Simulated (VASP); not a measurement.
# NiGe (Pnma) in VASP: single point with PBE

Aim: the single point of NiGe with PBE.

Program: VASP 6.6.1. These are calculated values, not measurements. Logs are shortened: lines on timing, memory, paths and dates and some standing lists are left out, and cuts for length are marked.

### 1 The cell of the first run

The structure is orthorhombic, space group Pnma (No. 62). Conventional cell: a = 5.395 Å, b = 3.483 Å, c = 5.845 Å, α = 90.00°, β = 90.00°, γ = 90.00°. Within 3.1 Å of Ni (site symmetry m) lie 6 Ge at 2.35 to 2.52 Å and 4 Ni at 2.79 to 2.83 Å. Within 3.1 Å of Ge (site symmetry m) lie 6 Ni at 2.35 to 2.52 Å and 2 Ge at 2.87 Å.

### 2 Single point, PBE

The input, INCAR:

```
PREC = Accurate ; ENCUT = 520
EDIFF = 1E-6 ; ISMEAR = 0
SIGMA = 0.1 ; LREAL = F
LASPH = T ; NELM = 80
ALGO = Normal ; ISIF = 2
LWAVE = F ; LCHARG = T
GGA = PE ; LELF = T
LVHAR = T ; NBANDS = 58
```

The input, KPOINTS:

```
Automatic mesh
0
Gamma
  8 10 6
```

The input, POSCAR:

```
NiGe
1.0
    5.3945471602      0.0000000000      0.0000000000
    0.0000000000      3.4829391318      0.0000000000
    0.0000000000      0.0000000000      5.8451909151
Ni Ge
4 4
Direct
    0.9942865846      0.7500000000      0.1902347335
    0.0057134154      0.2500000000      0.8097652665
    0.5057134154      0.2500000000      0.6902347335
    0.4942865846      0.7500000000      0.3097652665
    0.8103574075      0.7500000000      0.5874622866
    0.1896425925      0.2500000000      0.4125377134
    0.6896425925      0.2500000000      0.0874622866
    0.3103574075      0.7500000000      0.9125377134
```

Potentials or basis: VASP PAW PBE potentials, release 64 (Ni, Ge_d).

Run with:

```console
> cat potpaw_PBE.64/Ni/POTCAR potpaw_PBE.64/Ge_d/POTCAR > POTCAR
> mpirun -np 1 vasp_std > vasp.out
```

OUTCAR:

```text
PREC = Accurate
   ENCUT = 520
   EDIFF = 1E-6
   ISMEAR = 0
   LREAL = F
   LASPH = T
   NELM = 80
   ISIF = 2
   GGA = PE

 ion  position               nearest neighbor table
   1  0.994  0.750  0.190-   8 2.35   6 2.41   6 2.41   7 2.47   7 2.47   5 2.52   4 2.79   4 2.79
                             2 2.83   2 2.83
   2  0.006  0.250  0.810-   7 2.35   5 2.41   5 2.41   8 2.47   8 2.47   6 2.52   3 2.79   3 2.79
                             1 2.83   1 2.83
   3  0.506  0.250  0.690-   6 2.35   8 2.41   8 2.41   5 2.47   5 2.47   7 2.52   2 2.79   2 2.79
                             4 2.83   4 2.83
   4  0.494  0.750  0.310-   5 2.35   7 2.41   7 2.41   6 2.47   6 2.47   8 2.52   1 2.79   1 2.79
                             3 2.83   3 2.83
   5  0.810  0.750  0.587-   4 2.35   2 2.41   2 2.41   3 2.47   3 2.47   1 2.52   6 2.87   6 2.87

   6  0.190  0.250  0.413-   3 2.35   1 2.41   1 2.41   4 2.47   4 2.47   2 2.52   5 2.87   5 2.87

   7  0.690  0.250  0.087-   2 2.35   4 2.41   4 2.41   1 2.47   1 2.47   3 2.52   8 2.87   8 2.87

   8  0.310  0.750  0.913-   1 2.35   3 2.41   3 2.41   2 2.47   2 2.47   4 2.52   7 2.87   7 2.87

  LATTYP: Found a simple orthorhombic cell.
 ALAT       =     3.4829391318
 B/A-ratio  =     1.5488491059
 C/A-ratio  =     1.6782351611

  Lattice vectors:

 A1 = (   0.0000000000,  -3.4829391318,   0.0000000000)
 A2 = (   5.3945471602,   0.0000000000,   0.0000000000)
 A3 = (   0.0000000000,   0.0000000000,   5.8451909151)

Analysis of symmetry for initial positions (statically):
=====================================================================
 Subroutine PRICEL returns:
 Original cell was already a primitive cell.

 Routine SETGRP: Setting up the symmetry group for a
 simple orthorhombic supercell.

 Subroutine GETGRP returns: Found  8 space group operations
 (whereof  2 operations were pure point group operations)
 out of a pool of  8 trial point group operations.

The static configuration has the point symmetry S_2 .
 The point group associated with its full space group is D_2h.

Analysis of symmetry for dynamics (positions and initial velocities):
=====================================================================
 Subroutine PRICEL returns:
 Original cell was already a primitive cell.

 Routine SETGRP: Setting up the symmetry group for a
 simple orthorhombic supercell.

 Subroutine GETGRP returns: Found  8 space group operations
 (whereof  2 operations were pure point group operations)
 out of a pool of  8 trial point group operations.

The dynamic configuration has the point symmetry S_2 .
 The point group associated with its full space group is D_2h.

[... 113 lines left out ...]
   NSW    =      0    number of steps for IOM
   IBRION =     -1    ionic relax: 0-MD 1-quasi-New 2-CG
   NFREE  =      0    steps in history (QN), initial steepest desc. (CG)
   ISIF   =      2    stress and relaxation
   ISYM   =      2    0-nonsym 1-usesym 2-fastsym
   POTIM  = 0.5000    time-step for ionic-motion
   TEBEG  =    0.0;   TEEND  =   0.0 temperature during run
   PSTRESS=    0.0 pullay stress
   NELECT =      96.0000    total number of electrons
   NUPDOWN=      -1.0000    fix difference up-down
   EMIN   =  10.00;   EMAX   =-10.00  energy-range for DOS
   EFERMI =   0.00;   METHOD = LEGACY
   ISMEAR =     0;   SIGMA  =   0.10  broadening in eV -4-tet -1-fermi 0-gaus
   EFERMI_NEDOS =   21; number of points for ismear=-14 and -15
   IALGO  =     38    algorithm
   IMIX   =      4    mixing-type and parameters
     AMIX     =   0.40;   BMIX     =  1.00
     AMIX_MAG =   1.60;   BMIX_MAG =  1.00
  volume/ion in A,a.u.               =      13.73        92.64
  Fermi-wavevector in a.u.,A,eV,Ry     =   1.565304  2.957996 33.336680  2.450177
  Thomas-Fermi vector in A             =   2.667800
   LORBIT       =      0    0 simple, 1 ext, 2 COOP (PROOUT), +10 PAW based schemes
   GGA     = PE    functional components
   LHFCALC =     F    Hartree Fock is set to
   AEXX    =    0.0000 exact exchange contribution
   IVDW    =     0    specifies the selected vdW correction
   LEPSILON=     F    determine dielectric tensor
   LRPA    =     F    only Hartree local field effects (RPA)
 non-spin polarized calculation
 Gauss-broadening in eV      SIGMA  =   0.10
  energy-cutoff  :      520.00
  volume of cell :      109.82
 maximum number of plane-waves:      2992
   NGX = 21   NGY = 13   NGZ = 21

 number of electron      95.9999936 magnetization

 Free energy of the ion-electron system (eV)
  ---------------------------------------------------
  ext. energy  EPLUGINS =         0.00000000
  ---------------------------------------------------
  free energy    TOTEN  =       -42.41693948 eV

  energy without entropy =      -42.40392888  energy(sigma->0) =      -42.41043418

 E-fermi :   8.6082     XC(G=0): -12.4005

 val. band max:        8.6078271907   @ k =   0.2500   0.5000   0.1667
 cond. band min:       8.6101843040   @ k =   0.0000   0.5000   0.3333
 fundamental gap:      0.0023571133
 Fermi energy:         8.6082099039

 k-point     1 :       0.0000    0.0000    0.0000
  band No.  band energies     occupation
      1     -16.0731      2.00000
      2     -16.0610      2.00000
      3     -16.0546      2.00000
      4     -16.0518      2.00000
      5     -16.0353      2.00000
      6     -16.0175      2.00000
[... 1453 lines left out ...]
     57      14.9716      0.00000
     58      15.5084      0.00000

 [... further k-points ...]
[... 5 lines left out ...]
  --------------------------------------------------------------------------------------
  -------------------------------------------------------------------------------------
  Total        0.1678774      0.0875139      0.1658463      0.0000000      0.0000000      0.0000000
  in kB        2.4490819      1.2766980      2.4194501      0.0000000      0.0000000      0.0000000
  external PRESSURE =       2.0484100 kB  Pullay stress =       0.0000000 kB

 VOLUME and BASIS-vectors are now :
 -----------------------------------------------------------------------------
  energy-cutoff  :      520.00
  volume of cell :      109.82
      direct lattice vectors                 reciprocal lattice vectors
     5.394547160  0.000000000  0.000000000     0.185372371  0.000000000  0.000000000
     0.000000000  3.482939132  0.000000000     0.000000000  0.287113832  0.000000000
     0.000000000  0.000000000  5.845190915     0.000000000  0.000000000  0.171080811

 POSITION                                       TOTAL-FORCE (eV/Angst)
 -----------------------------------------------------------------------------------
      5.36373      2.61220      1.11196        -0.009637     -0.000000      0.001168
      0.03082      0.87073      4.73323         0.009637     -0.000000     -0.001168
      2.72809      0.87073      4.03455         0.009637      0.000000      0.001168
      2.66645      2.61220      1.81064        -0.009637     -0.000000     -0.001168
      4.37151      2.61220      3.43383        -0.001746      0.000000      0.002890
      1.02304      0.87073      2.41136         0.001746      0.000000     -0.002890
      3.72031      0.87073      0.51123         0.001746      0.000000      0.002890
      1.67424      2.61220      5.33396        -0.001746      0.000000     -0.002890
 -----------------------------------------------------------------------------------
    total drift:                               -0.000000      0.000000     -0.000000

  FREE ENERGIE OF THE ION-ELECTRON SYSTEM (eV)
  ---------------------------------------------------
  free  energy   TOTEN  =       -42.4169394837 eV

  energy  without entropy=      -42.4039288763  energy(sigma->0) =      -42.41043418
```

OSZICAR:

```text
N       E                     dE             d eps       ncg     rms          rms(c)
DAV:   1     0.103910484790E+04    0.10391E+04   -0.40660E+04 16234   0.436E+03
DAV:   2     0.172754630289E+03   -0.86635E+03   -0.82810E+03 13920   0.102E+03
DAV:   3    -0.305773528301E+02   -0.20333E+03   -0.19458E+03 13978   0.277E+02
DAV:   4    -0.467946431260E+02   -0.16217E+02   -0.15892E+02 15598   0.883E+01
DAV:   5    -0.472303645819E+02   -0.43572E+00   -0.43446E+00 15152   0.162E+01    0.223E+01
DAV:   6    -0.548155781882E+02   -0.75852E+01   -0.84037E+01 15482   0.937E+01    0.327E+01
DAV:   7    -0.424380209731E+02    0.12378E+02   -0.29959E+01 14984   0.631E+01    0.360E+00
DAV:   8    -0.424968591833E+02   -0.58838E-01   -0.37990E+00 16950   0.130E+01    0.330E+00
DAV:   9    -0.424176145149E+02    0.79245E-01   -0.62107E-01 16876   0.731E+00    0.529E-01
DAV:  10    -0.424169859078E+02    0.62861E-03   -0.45835E-02 14900   0.225E+00    0.296E-01
DAV:  11    -0.424169260729E+02    0.59835E-04   -0.41131E-03 18572   0.550E-01    0.131E-01
DAV:  12    -0.424169577564E+02   -0.31683E-04   -0.41550E-04 16258   0.166E-01    0.444E-02
DAV:  13    -0.424169392842E+02    0.18472E-04   -0.64514E-05 20182   0.761E-02    0.643E-03
DAV:  14    -0.424169396652E+02   -0.38105E-06   -0.12850E-05 12670   0.241E-02    0.355E-03
DAV:  15    -0.424169394837E+02    0.18152E-06   -0.46712E-07  7444   0.689E-03
   1 F= -.42416939E+02 E0= -.42410434E+02  d E =-.130106E-01
```

stdout:

```text
POSCAR found type information on POSCAR NiGe
 POSCAR found :  2 types and       8 ions
 scaLAPACK will be used
 LDA part: xc-table for (Slater+PW92), standard interpolation
 POSCAR, INCAR and KPOINTS ok, starting setup
 FFT: planning ... GRIDC
 FFT: planning ... GRID_SOFT
 FFT: planning ... GRID
 WAVECAR not read
 entering main loop
```

Wall time 9.9 min (1 thread of Intel Xeon Platinum 8488C (Sapphire Rapids), shared host); peak memory 0.62 GiB.

What came out:

```yaml
Free_energy: -42.4169 eV
Pressure: 0.2 GPa
Largest_force: 0.010 eV/Å
Band_gap_on_the_k_mesh: zero (bands 48 and 49 overlap by 1.51 eV)
```

Forces in eV/Å, atoms in the order of the input:
```
Ni  -0.010  0.000  0.001
Ni   0.010  0.000 -0.001
Ni   0.010  0.000  0.001
Ni  -0.010  0.000 -0.001
Ge  -0.002  0.000  0.003
Ge   0.002  0.000 -0.003
Ge   0.002  0.000  0.003
Ge  -0.002  0.000 -0.003
```

Stress tensor (GPa, compression positive):
```
0.24 0.00 0.00
0.00 0.13 0.00
0.00 0.00 0.24
```

Levels at points of the mesh, in eV from the Fermi level:
| k point | band 45 | band 46 | band 47 | band 48 | band 49 | band 50 | band 51 | band 52 |
| --- | --- | --- | --- | --- | --- | --- | --- | --- |
| (0.00, 0.00, 0.00) | -1.62 | -1.05 | -0.82 | -0.82 | 0.58 | 0.79 | 3.88 | 3.99 |
| (0.50, 0.00, 0.00) | -1.53 | -1.53 | 0.72 | 0.72 | 1.50 | 1.50 | 3.01 | 3.01 |
| (0.00, 0.50, 0.00) | -1.55 | -1.55 | -1.20 | -1.20 | -0.51 | -0.51 | 1.94 | 1.94 |
| (0.50, 0.50, 0.00) | -1.34 | -1.34 | -1.34 | -1.34 | 0.28 | 0.28 | 0.28 | 0.28 |
| (0.00, 0.00, 0.50) | -1.22 | -1.22 | -0.20 | -0.20 | 1.12 | 1.12 | 2.52 | 2.52 |
| (0.50, 0.00, 0.50) | -0.92 | -0.92 | 0.69 | 0.69 | 2.41 | 2.41 | 2.48 | 2.48 |
| (0.00, 0.50, 0.50) | -1.59 | -1.59 | -1.46 | -1.46 | 0.39 | 0.39 | 0.61 | 0.61 |
| (0.50, 0.50, 0.50) | -1.52 | -1.52 | -1.52 | -1.52 | 2.41 | 2.41 | 2.41 | 2.41 |

Spin polarisation is off, so any magnetic state and its effect on volume and gap are missing.
